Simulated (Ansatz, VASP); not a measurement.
**Two plane-wave programs on Hf3F**

```
CELL_PARAMETERS angstrom
3.05787 0.00000 0.00000
0.00000 3.13427 0.00000
0.00000 0.00000 8.00100
ATOMIC_POSITIONS crystal
Hf 0.00000 0.00000 0.50000
Hf 0.50000 0.50000 0.77317
Hf 0.50000 0.50000 0.22683
F 0.00000 0.00000 0.00000
```

Change from the starting cell: species swapped into the Mn3Fe type (Pmmm, No. 47).

Alike in both runs: functional PBE; k mesh 6 × 4 × 4; occupations gaussian, width 0.1 eV; no spin polarisation.

Ansatz relaxed the structure, and its values are those at the end. VASP's run is a single point on that final structure, the one shown.

```csv
,VASP,Ansatz
version,VASP 6.6.1,Ansatz 0.2.0
potentials or method,"VASP PAW PBE potentials, release 64 (Hf_pv, F), cutoff 520 eV","scalar-relativistic, plane waves, PAW"
valence electrons in the cell,37,85
```

```csv
,VASP,Ansatz,Ansatz less VASP
gap on the k mesh at the Fermi level (eV),none,none,-
pressure (GPa),-0.6,0.1,+0.63
rms of the force components (eV/Å),0.006,0.002,-0.0040
```

A gap of «none» marks a metal or a gap that the smearing closes. The functional is the same, so the differences come from potentials, cutoffs and numerics. VASP's potentials hold 37 valence electrons a cell and Ansatz's 85, so a difference there can come from the potentials and not from the codes.

The k mesh is coarse, so the values compare programs but aren't converged. Neither program's run includes spin-orbit coupling.
